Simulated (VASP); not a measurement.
# AlGa7As8 (P1) in VASP: a series of runs, part 2 of 2

VASP 6.6.1. The steps go on from the part before.

**3. Single point, HSE06**

POSCAR

```
AlGa7As8
1.0
   11.3225040000      0.0000000000      0.0000000000
    0.0000000000     11.3225040000      0.0000000000
    0.0000000000      0.0000000000     11.3225040000
Ga Al As
28 4 32
Direct
    0.0005200000      0.9996220000      0.0001210000
    0.0004080000      0.9993570000      0.5000250000
    0.0003710000      0.5002160000      0.9997940000
    0.0004110000      0.5000040000      0.4994660000
    0.5003250000      0.9996360000      0.9999420000
    0.5002600000      0.9999160000      0.4999630000
    0.4999550000      0.4997610000      0.0000170000
    0.2504280000      0.2501030000      0.9999520000
    0.2502740000      0.2500150000      0.5001440000
    0.2501790000      0.7497870000      0.9998960000
    0.2500840000      0.7498410000      0.5000850000
    0.7499000000      0.2500780000      0.0001400000
    0.7500710000      0.2498030000      0.4997530000
    0.7506150000      0.7499500000      0.0001580000
    0.7504730000      0.7503240000      0.5000550000
    0.2505130000      0.9997900000      0.2499840000
    0.2504200000      0.9996660000      0.7499400000
    0.2499450000      0.5002440000      0.2499990000
    0.2498400000      0.4997550000      0.7502900000
    0.7499020000      0.9998610000      0.2503300000
    0.7499700000      0.9996560000      0.7503400000
    0.7502110000      0.5000700000      0.2497250000
    0.0002640000      0.7499340000      0.2498810000
    0.0004080000      0.7497680000      0.7502310000
    0.5002970000      0.2497600000      0.2497870000
    0.4998160000      0.2494740000      0.7502560000
    0.5001600000      0.7498560000      0.2498930000
    0.5001550000      0.7500370000      0.7500240000
    0.4997530000      0.4996610000      0.4997750000
    0.7496970000      0.5000050000      0.7497010000
    0.9996740000      0.2493820000      0.2495750000
    0.9996390000      0.2492180000      0.7492140000
    0.1257200000      0.1247220000      0.1248930000
    0.1255350000      0.1244440000      0.6247160000
    0.1250020000      0.6248330000      0.1248010000
    0.1249790000      0.6246900000      0.6248970000
    0.6250810000      0.1247200000      0.1248910000
    0.6250770000      0.1248190000      0.6250640000
    0.6250120000      0.6248730000      0.1247430000
    0.6249240000      0.6251590000      0.6246150000
    0.3749800000      0.3749870000      0.1251130000
    0.3749610000      0.3747110000      0.6254730000
    0.3752720000      0.8747000000      0.1248900000
    0.3752210000      0.8747930000      0.6249550000
    0.8751440000      0.3753420000      0.1246880000
    0.8751570000      0.3753570000      0.6245310000
    0.8751690000      0.8750310000      0.1252220000
    0.8753810000      0.8748210000      0.6252890000
    0.3752570000      0.1249800000      0.3749740000
    0.3751530000      0.1245520000      0.8751240000
    0.3749450000      0.6250380000      0.3747830000
    0.3750710000      0.6247490000      0.8748310000
    0.8750700000      0.1244160000      0.3754050000
    0.8749610000      0.1245980000      0.8754030000
    0.8751110000      0.6250180000      0.3747870000
    0.8751310000      0.6247590000      0.8748040000
    0.1249820000      0.3745820000      0.3745950000
    0.1246670000      0.3743410000      0.8747240000
    0.1252490000      0.8747040000      0.3748510000
    0.1252560000      0.8747520000      0.8748290000
    0.6252790000      0.3747620000      0.3746130000
    0.6248170000      0.3746430000      0.8749760000
    0.6250540000      0.8746990000      0.3749000000
    0.6251570000      0.8745320000      0.8750440000
```

INCAR.step1

```
SYSTEM = AlGa7As8
ALGO     = Normal         ! electronic algorithm
EDIFF    = 1E-5           ! SCF threshold, eV
ENCUT    = 400            ! plane-wave cutoff, eV
GGA      = PE             ! functional
GGA_COMPAT= .FALSE.      
ISIF     = 2              ! what is computed and relaxed
ISMEAR   = -1             ! smearing method
ISYM     = -1           
KPAR     = 1            
LASPH    = .TRUE.         ! aspherical terms in the spheres
LREAL    = Auto         
LWAVE    = .TRUE.         ! write WAVECAR
NBANDS   = 306            ! bands
NELM     = 120            ! most SCF steps
PREC     = Accurate       ! precision mode
SIGMA    = 0.05           ! smearing width, eV
```

INCAR.step2

```
SYSTEM = AlGa7As8
ALGO     = Normal         ! electronic algorithm
EDIFF    = 1E-6           ! SCF threshold, eV
ENCUT    = 400            ! plane-wave cutoff, eV
GGA      = PE             ! functional
GGA_COMPAT= .FALSE.      
HFSCREEN = 0.2079         ! screening, 1/A
ISIF     = 2              ! what is computed and relaxed
ISMEAR   = -1             ! smearing method
ISTART   = 1            
ISYM     = -1           
KPAR     = 1            
LASPH    = .TRUE.         ! aspherical terms in the spheres
LCHARG   = .TRUE.         ! write CHGCAR
LELF     = .TRUE.         ! ELF
LHFCALC  = .TRUE.         ! exact exchange
LREAL    = Auto         
LVHAR    = .TRUE.       
LWAVE    = .FALSE.        ! write WAVECAR
NBANDS   = 306            ! bands
NELM     = 120            ! most SCF steps
PREC     = Accurate       ! precision mode
PRECFOCK = Fast         
SIGMA    = 0.05           ! smearing width, eV
```

KPOINTS

```
explicit points
1
Reciprocal
  0.25000000   0.25000000   0.25000000 1
```

Potentials or basis: VASP PAW PBE potentials, release 64 (Ga_d, Al, As).

On the command line:

```sh
$ cat potpaw_PBE.64/Ga_d/POTCAR potpaw_PBE.64/Al/POTCAR potpaw_PBE.64/As/POTCAR > POTCAR
$ cp INCAR.step1 INCAR
$ mpirun -np 4 vasp_std > vasp.out
$ cp INCAR.step2 INCAR
$ mpirun -np 4 vasp_std > vasp.out
```

It took 15 min on 4 MPI ranks of AMD EPYC 9R45 (Zen 5), shared host; peak memory 0.84 GiB.

The run converged. Its results:

| Property | Result |
| --- | --- |
| Free energy | -320.2593 eV |
| Pressure | 0.4 GPa |
| Largest force | 0.077 eV/Å |
| Band gap on the k mesh | 2.28 eV |

Forces in eV/Å, atoms in the order of the input:
```
Ga  -0.005  0.004 -0.004
Ga   0.001  0.005  0.002
Ga   0.003 -0.011 -0.002
Ga  -0.003  0.007  0.004
Ga   0.000  0.006  0.004
Ga  -0.004  0.000  0.001
Ga   0.000  0.002  0.000
Ga  -0.004  0.000 -0.006
Ga  -0.006 -0.005 -0.008
Ga   0.004  0.001  0.008
Ga  -0.002  0.004  0.002
Ga   0.001 -0.004 -0.006
Ga   0.000  0.004  0.010
Ga  -0.006  0.001  0.003
Ga  -0.001 -0.010  0.000
Ga   0.000 -0.003  0.009
Ga  -0.003  0.007  0.004
Ga  -0.002 -0.010 -0.003
Ga  -0.002  0.004  0.004
Ga   0.003 -0.002 -0.010
Ga   0.004  0.006 -0.008
Ga  -0.009  0.004  0.005
Ga  -0.006 -0.003  0.004
Ga  -0.005  0.003 -0.008
Ga  -0.007  0.003 -0.006
Ga   0.007 -0.003  0.001
Ga   0.000 -0.003 -0.001
Ga  -0.003 -0.010  0.003
Al   0.004  0.003 -0.005
Al   0.002 -0.006 -0.005
Al   0.007  0.005  0.003
Al  -0.001  0.011  0.010
As  -0.044  0.037  0.032
As  -0.036  0.036  0.032
As   0.002  0.000 -0.004
As   0.009 -0.001  0.000
As   0.001 -0.006  0.006
As   0.009 -0.003  0.006
As   0.007  0.002  0.000
As  -0.008 -0.057 -0.005
As   0.007 -0.003  0.006
As   0.039  0.036 -0.037
As  -0.001  0.001 -0.002
As   0.004 -0.001 -0.003
As   0.035 -0.041  0.035
As   0.004 -0.020  0.074
As   0.003 -0.003  0.001
As  -0.007  0.000  0.000
As   0.009 -0.001  0.002
As  -0.004  0.000 -0.001
As   0.030 -0.029  0.027
As  -0.002 -0.002 -0.007
As   0.035  0.038 -0.040
As   0.035  0.040 -0.034
As   0.007  0.005 -0.004
As  -0.038 -0.039 -0.035
As  -0.030 -0.035 -0.032
As  -0.031 -0.027 -0.030
As   0.001 -0.002 -0.006
As  -0.001 -0.004 -0.002
As  -0.029  0.033  0.038
As   0.033  0.033 -0.025
As  -0.004  0.002  0.002
As  -0.004  0.000  0.002
```

Stress tensor (GPa, compression positive):
```
 0.44 -0.66 -0.66
-0.66  0.43 -0.66
-0.66 -0.66  0.44
```

Levels at points of the mesh, in eV from the valence-band top:
```
           k point  band 266  band 267  band 268  band 269  band 270  band 271
(0.25, 0.25, 0.25)     -0.48      0.00      0.00      2.28      2.62      2.65
```

Caveat: the PAW data sets were made with another functional, which shifts forces and pressure a little; a shifted mesh leaves out Γ, where band edges can lie. A k mesh can miss the band edges.
